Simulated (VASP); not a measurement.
Input of a VASP 6.6.1 run:

The input INCAR:

```
PREC     = Accurate       # precision mode
ENCUT    = 520            # plane-wave cutoff, eV
EDIFF    = 1E-6           # SCF threshold, eV
ISMEAR   = -1             # smearing method
SIGMA    = 0.05           # smearing width, eV
LREAL    = F              # projectors in reciprocal space
LASPH    = T              # aspherical terms in the spheres
NELM     = 80             # most SCF steps
ALGO     = Normal         # electronic algorithm
ISIF     = 2              # what is computed and relaxed
LWAVE    = F              # write WAVECAR
LCHARG   = T              # write CHGCAR
GGA      = RE             # functional
IVDW     = 13             # dispersion correction
LELF     = T              # ELF
LVHAR    = T            
NBANDS   = 13             # bands
```

KPOINTS

```
Automatic mesh
0
Gamma
  12 12 12
```

File POSCAR:

```
Ge
1.0
   -1.5336672681      1.5336672681      1.9454167681
    1.5336672681     -1.5336672681      1.9454167681
    1.5336672681      1.5336672681     -1.9454167681
Ge
1
Direct
    0.5000000000      0.5000000000      0.0000000000
```

Potentials or basis: VASP PAW PBE potentials, release 64 (Ge_d).

Run with:

```console
$ cat potpaw_PBE.64/Ge_d/POTCAR > POTCAR
$ mpirun -np 1 vasp_std > vasp.out
```

**Question.** Estimate the dispersion energy per atom.

**Answer.** -0.653 eV.

**Question.** Estimate the band gap on the k mesh.

**Answer.** Zero (band 7 reaches 16.44 eV, above the bottom of band 8 at 4.48 eV).

**Question.** Estimate the pressure.

**Answer.** -0.1 GPa.

Caveat: the PAW data sets were made with another functional, which shifts forces and pressure a little; pairwise dispersion overbinds metals, which lowers pressure and volume.
